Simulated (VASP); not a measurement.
# As in VASP: notebook

The runs below take As through single point, with PBE.

Everything below comes from runs of VASP 6.6.1. Logs are shortened: lines on timing, memory, paths and dates and some standing lists are left out, and cuts for length are marked.

## Step 1: The cell of the first run

The structure is orthorhombic, space group Fmmm (No. 69). The conventional cell has a = 3.864 Å, b = 3.874 Å, c = 11.615 Å, α = 90.00°, β = 90.00°, γ = 90.00°. Within 3.4 Å of As (site symmetry mm2) lie 5 As at 2.60 to 2.74 Å.

## Step 2: Single point, PBE

The input, INCAR:

```
SYSTEM = As
PREC = Accurate ; ENCUT = 520
EDIFF = 1E-6 ; ISMEAR = 0
SIGMA = 0.1 ; LREAL = .FALSE.
LASPH = .TRUE. ; NELM = 100
ALGO = Normal ; ISIF = 2
LWAVE = .FALSE. ; LCHARG = .FALSE.
GGA = PE ; NBANDS = 12
```

The input, KPOINTS:

```
regular mesh
0
G
  6 6 6
  0 0 0
```

The input, POSCAR:

```
As
1.0
    0.0000000000      1.9367724237      5.8075178702
    1.9321409699      0.0000000000      5.8075178702
    1.9321409699      1.9367724237      0.0000000000
As
2
Direct
    0.1120828891      0.1120828891      0.8879171109
    0.8879171109      0.8879171109      0.1120828891
```

Potentials or basis: VASP PAW PBE potentials, release 64 (As).

Command:

```sh
$ cat potpaw_PBE.64/As/POTCAR > POTCAR
$ mpirun -np 1 vasp_std > vasp.out
```

OUTCAR:

```text
SYSTEM = As
   PREC = Accurate
   ENCUT = 520
   EDIFF = 1E-6
   ISMEAR = 0
   LREAL = .FALSE.
   LASPH = .TRUE.
   NELM = 100
   ISIF = 2
   GGA = PE

 ion  position               nearest neighbor table
   1  0.112  0.112  0.888-   2 2.60
   2  0.888  0.888  0.112-   1 2.60

  LATTYP: Found a face centered orthorhombic cell.
 ALAT       =     3.8642819398
 B/A-ratio  =     1.0023970579
 C/A-ratio  =     3.0057423142

  Lattice vectors:

 A1 = (   0.0000000000,   1.9367724237,   5.8075178702)
 A2 = (   1.9321409699,   0.0000000000,   5.8075178702)
 A3 = (   1.9321409699,   1.9367724237,   0.0000000000)

Analysis of symmetry for initial positions (statically):
=====================================================================
 Subroutine PRICEL returns:
 Original cell was already a primitive cell.

 Routine SETGRP: Setting up the symmetry group for a
 face centered orthorhombic supercell.

 Subroutine GETGRP returns: Found  8 space group operations
 (whereof  8 operations were pure point group operations)
 out of a pool of  8 trial point group operations.

The static configuration has the point symmetry D_2h.

Analysis of symmetry for dynamics (positions and initial velocities):
=====================================================================
 Subroutine PRICEL returns:
 Original cell was already a primitive cell.

 Routine SETGRP: Setting up the symmetry group for a
 face centered orthorhombic supercell.

 Subroutine GETGRP returns: Found  8 space group operations
 (whereof  8 operations were pure point group operations)
 out of a pool of  8 trial point group operations.

The dynamic configuration has the point symmetry D_2h.

 Subroutine INISYM returns: Found  8 space group operations
 (whereof  8 operations are pure point group operations),
 and found     1 'primitive' translations

----------------------------------------------------------------------------------------

                                     Primitive cell

  volume of cell :      43.4648

  direct lattice vectors                    reciprocal lattice vectors
     0.000000000  1.936772424  5.807517870    -0.258780290  0.258161462  0.086095301
     1.932140970  0.000000000  5.807517870     0.258780290 -0.258161462  0.086095301
     1.932140970  1.936772424  0.000000000     0.258780290  0.258161462 -0.086095301

  length of vectors
     6.121956487  6.120492835  2.735736857     0.375535590  0.375535590  0.375535590

  position of ions in fractional coordinates (direct lattice)
     0.112082889  0.112082889  0.887917111
     0.887917111  0.887917111  0.112082889

  ion indices of the primitive-cell ions
   primitive index   ion index
                 1           1
                 2           2

----------------------------------------------------------------------------------------

 KPOINTS: regular mesh

Automatic generation of k-mesh.
 Grid dimensions read from file:
 generate k-points for:    6    6    6

 Generating k-lattice:

  Cartesian coordinates                     Fractional coordinates (reciprocal lattice)
    -0.043130048  0.043026910  0.014349217     0.166666667  0.000000000 -0.000000000
     0.043130048 -0.043026910  0.014349217     0.000000000  0.166666667  0.000000000
     0.043130048  0.043026910 -0.014349217    -0.000000000  0.000000000  0.166666667

  Length of vectors
     0.062589265  0.062589265  0.062589265

  Shift w.r.t. Gamma in fractional coordinates (k-lattice)
     0.000000000  0.000000000  0.000000000

 Subroutine IBZKPT returns following result:
 ===========================================

 Found     46 irreducible k-points:

 Following reciprocal coordinates:
            Coordinates               Weight
  0.000000  0.000000  0.000000      1.000000
  0.166667  0.000000  0.000000      8.000000
  0.333333  0.000000 -0.000000      8.000000
  0.500000  0.000000 -0.000000      4.000000
  0.166667  0.166667  0.000000      2.000000
  0.333333  0.166667  0.000000      8.000000
[... 16 lines left out ...]
 -0.166667  0.166667  0.166667      8.000000
  0.500000  0.333333  0.166667      4.000000
 [... further k-points ...]
   k-points           NKPTS =     46   k-points in BZ     NKDIM =     46   number of bands    NBANDS=     12
   number of dos      NEDOS =    301   number of ions     NIONS =      2
   total plane-waves  NPLWV =  46080
   dimension x,y,z NGX =    48 NGY =   48 NGZ =   20
   dimension x,y,z NGXF=    96 NGYF=   96 NGZF=   40
   ions per type =               2
   NGX,Y,Z   is equivalent  to a cutoff of  13.03, 13.04, 12.15 a.u.
   NGXF,Y,Z  is equivalent  to a cutoff of  26.07, 26.08, 24.31 a.u.
 SYSTEM =  As
   PREC   = accura    normal or accurate (medium, high low for compatibility)
   ISTART =      0    job   : 0-new  1-cont  2-samecut
   ICHARG =      2    charge: 1-file 2-atom 10-const
   ISPIN  =      1    spin polarized calculation?
   LNONCOLLINEAR =      F non collinear calculations
   LSORBIT =      F    spin-orbit coupling
   LASPH  =      T    aspherical Exc in radial PAW
   ENCUT  =  520.0 eV  38.22 Ry    6.18 a.u.  11.38 11.38  5.09*2*pi/ulx,y,z
   NELM   =    100;   NELMIN=  2; NELMDL= -5     # of ELM steps
   EDIFF  = 0.1E-05   stopping-criterion for ELM
   LREAL  =      F    real-space projection
   EDIFFG = 0.1E-04   stopping-criterion for IOM
   NSW    =      0    number of steps for IOM
   IBRION =     -1    ionic relax: 0-MD 1-quasi-New 2-CG
   NFREE  =      0    steps in history (QN), initial steepest desc. (CG)
   ISIF   =      2    stress and relaxation
   ISYM   =      2    0-nonsym 1-usesym 2-fastsym
   POTIM  = 0.5000    time-step for ionic-motion
   TEBEG  =    0.0;   TEEND  =   0.0 temperature during run
   PSTRESS=    0.0 pullay stress
   NELECT =      10.0000    total number of electrons
   NUPDOWN=      -1.0000    fix difference up-down
   EMIN   =  10.00;   EMAX   =-10.00  energy-range for DOS
   EFERMI =   0.00;   METHOD = LEGACY
   ISMEAR =     0;   SIGMA  =   0.10  broadening in eV -4-tet -1-fermi 0-gaus
   EFERMI_NEDOS =   21; number of points for ismear=-14 and -15
   IALGO  =     38    algorithm
   IMIX   =      4    mixing-type and parameters
     AMIX     =   0.40;   BMIX     =  1.00
     AMIX_MAG =   1.60;   BMIX_MAG =  1.00
  volume/ion in A,a.u.               =      21.73       146.66
  Fermi-wavevector in a.u.,A,eV,Ry     =   1.003141  1.895662 13.691445  1.006293
  Thomas-Fermi vector in A             =   2.135674
   LORBIT       =      0    0 simple, 1 ext, 2 COOP (PROOUT), +10 PAW based schemes
   GGA     = PE    functional components
   LHFCALC =     F    Hartree Fock is set to
   AEXX    =    0.0000 exact exchange contribution
   IVDW    =     0    specifies the selected vdW correction
   LEPSILON=     F    determine dielectric tensor
   LRPA    =     F    only Hartree local field effects (RPA)
 non-spin polarized calculation
 Gauss-broadening in eV      SIGMA  =   0.10
  energy-cutoff  :      520.00
  volume of cell :       43.46
 maximum number of plane-waves:      1184
 NGX is ok and might be reduce to    48
   NGX = 23   NGY = 23   NGZ = 11

 number of electron      10.0000000 magnetization

 number of electron       9.9999999 magnetization

 Free energy of the ion-electron system (eV)
  ---------------------------------------------------
  ext. energy  EPLUGINS =         0.00000000
  ---------------------------------------------------
  free energy    TOTEN  =        -9.08171105 eV

  energy without entropy =       -9.07443812  energy(sigma->0) =       -9.07807458

 E-fermi :   5.1207     XC(G=0):  -9.9821

 val. band max:        5.0282013673   @ k =  -0.1667   0.3333   0.5000
 cond. band min:       5.1408913889   @ k =  -0.3333   0.1667   0.3333
 fundamental gap:      0.1126900216
 Fermi energy:         5.1206932355

 k-point     1 :       0.0000    0.0000    0.0000
  band No.  band energies     occupation
      1      -9.5210      2.00000
      2      -6.9849      2.00000
      3      -1.0439      2.00000
      4       7.6127      0.00000
      5       9.4309      0.00000
      6       9.4454      0.00000
      7      10.4793      0.00000
      8      10.4944      0.00000
      9      12.3689      0.00000
     10      13.9566      0.00000
     11      14.9986      0.00000
     12      15.3361      0.00000

 k-point     2 :       0.1667    0.0000    0.0000
  band No.  band energies     occupation
      1      -9.0106      2.00000
      2      -6.5483      2.00000
      3      -0.4476      2.00000
      4       5.5333      0.00000
      5       6.6421      0.00000
      6       7.7936      0.00000
      7       9.8240      0.00000
      8      10.9486      0.00000
      9      13.1349      0.00000
     10      15.0626      0.00000
     11      16.2999      0.00000
     12      16.7076      0.00000

 k-point     3 :       0.3333    0.0000   -0.0000
  band No.  band energies     occupation
      1      -7.5980      2.00000
      2      -5.3312      2.00000
      3       0.7260      2.00000
      4       1.3678      2.00000
      5       2.5135      2.00000
      6       7.6959      0.00000
      7      10.7905      0.00000
      8      11.8848      0.00000
      9      12.0797      0.00000
     10      14.0364      0.00000
     11      16.5137      0.00000
     12      17.1606      0.00000
[... 286 lines left out ...]
 k-point    23 :      -0.1667    0.1667    0.1667
  band No.  band energies     occupation
      1      -7.1455      2.00000
      2      -4.7178      2.00000
      3       1.0271      2.00000
      4       1.8506      2.00000
      5       2.7628      2.00000
      6       7.1554      0.00000
      7       8.1606      0.00000
      8       9.0878      0.00000
      9      12.4682      0.00000
     10      14.5066      0.00000
     11      15.7501      0.00000
     12      16.9366      0.00000

 k-point    24 :       0.5000    0.3333    0.1667
  band No.  band energies     occupation
      1      -8.3127      2.00000
      2      -6.5602      2.00000
      3       1.3699      2.00000
      4       5.5013      0.00000
      5       5.5179      0.00000
      6       6.0141      0.00000
      7       7.2857      0.00000
      8       8.0944      0.00000
      9      14.9645      0.00000
     10      15.8807      0.00000
     11      16.8650      0.00000
     12      18.9466      0.00000

 [... further k-points ...]

------------------------ aborting loop because EDIFF is reached ----------------------------------------

  FORCE on cell =-STRESS in cart. coord.  units (eV):
  Direction    XX          YY          ZZ          XY          YZ          ZX
  --------------------------------------------------------------------------------------
  -------------------------------------------------------------------------------------
  Total        0.0311696     -0.0047203      0.1352083      0.0000000      0.0000000      0.0000000
  in kB        1.1489588     -0.1739979      4.9839752      0.0000000      0.0000000      0.0000000
  external PRESSURE =       1.9863120 kB  Pullay stress =       0.0000000 kB

 VOLUME and BASIS-vectors are now :
 -----------------------------------------------------------------------------
  energy-cutoff  :      520.00
  volume of cell :       43.46
      direct lattice vectors                 reciprocal lattice vectors
     0.000000000  1.936772424  5.807517870    -0.258780290  0.258161462  0.086095301
     1.932140970  0.000000000  5.807517870     0.258780290 -0.258161462  0.086095301
     1.932140970  1.936772424  0.000000000     0.258780290  0.258161462 -0.086095301

 POSITION                                       TOTAL-FORCE (eV/Angst)
 -----------------------------------------------------------------------------------
      1.93214      1.93677      1.30185         0.000000      0.000000      0.015393
      1.93214      1.93677     10.31319         0.000000      0.000000     -0.015393
 -----------------------------------------------------------------------------------
    total drift:                                0.000000      0.000000      0.000000

  FREE ENERGIE OF THE ION-ELECTRON SYSTEM (eV)
  ---------------------------------------------------
  free  energy   TOTEN  =        -9.0817110512 eV

  energy  without entropy=       -9.0744381159  energy(sigma->0) =       -9.07807458
```

Wall time 28 s (1 thread of Intel Xeon 8259CL, shared host); peak memory 0.2 GiB.

What came out:

| Quantity | Value |
| --- | --- |
| Free energy | -9.0817 eV |
| Pressure | 0.2 GPa |
| Largest force | 0.015 eV/Å |
| Band gap on the k mesh | zero (bands 5 and 6 overlap by 6.57 eV) |

Forces on the atoms (eV/Å):
```
As   0.000  0.000  0.015
As   0.000  0.000 -0.015
```

Caveat: the k points lie up to 0.39 Å⁻¹ apart, too coarse for converged energies and pressures of a metal.

## Step 3: Single point, PBE

This run uses another cell than the first one, of 21.46 Å³/atom.

The input, INCAR:

```
ALGO     = Normal         # electronic algorithm
EDIFF    = 1E-7           # SCF threshold, eV
ENCUT    = 520            # plane-wave cutoff, eV
GGA      = PE             # functional
ISIF     = 2              # what is computed and relaxed
ISMEAR   = 0              # smearing method
LASPH    = True           # aspherical terms in the spheres
LCHARG   = False          # write CHGCAR
LREAL    = False          # projectors in reciprocal space
LWAVE    = False          # write WAVECAR
NBANDS   = 12             # bands
NELM     = 60             # most SCF steps
PREC     = Accurate       # precision mode
SIGMA    = 0.1            # smearing width, eV
```

The input, KPOINTS:

```
k-points
0
Gamma
  16 16 16
```

The input, POSCAR:

```
As
1.0
   -1.9452734977      1.9452734977      2.8350590075
    1.9452734977     -1.9452734977      2.8350590075
    1.9452734977      1.9452734977     -2.8350590075
As
2
Direct
    0.2175807051      0.2175807051      0.0000000000
    0.7824192949      0.7824192949      0.0000000000
```

Potentials or basis: VASP PAW PBE potentials, release 64 (As).

Command:

```sh
$ cat potpaw_PBE.64/As/POTCAR > POTCAR
$ mpirun -np 1 vasp_std > vasp.out
```

Wall time 2.4 min (1 thread of Intel Xeon 8259CL, shared host); peak memory 0.29 GiB.

It converged, with:

| Quantity | Value |
| --- | --- |
| Free energy | -9.2456 eV |
| Pressure | 0.2 GPa |
| Largest force | 0.035 eV/Å |
| Band gap on the k mesh | zero (bands 5 and 6 overlap by 0.34 eV) |

Forces on the atoms (eV/Å):
```
As   0.000  0.000  0.035
As   0.000  0.000 -0.035
```

Stress tensor (GPa, compression positive):
```
0.13 0.00 0.00
0.00 0.13 0.00
0.00 0.00 0.34
```

Levels at points of the mesh, in eV from the Fermi level:
| k point | band 3 | band 4 | band 5 | band 6 | band 7 | band 8 |
| --- | --- | --- | --- | --- | --- | --- |
| (0.00, 0.00, 0.00) | -2.22 | -1.81 | -1.81 | 2.80 | 2.80 | 3.49 |
| (0.50, 0.00, 0.00) | -2.36 | -1.19 | -0.69 | -0.18 | 0.78 | 0.93 |
| (0.50, 0.50, 0.00) | -6.54 | -4.12 | -4.00 | 1.60 | 5.70 | 6.94 |
| (0.50, 0.50, 0.50) | -5.47 | -4.04 | -4.04 | 2.70 | 5.82 | 5.82 |
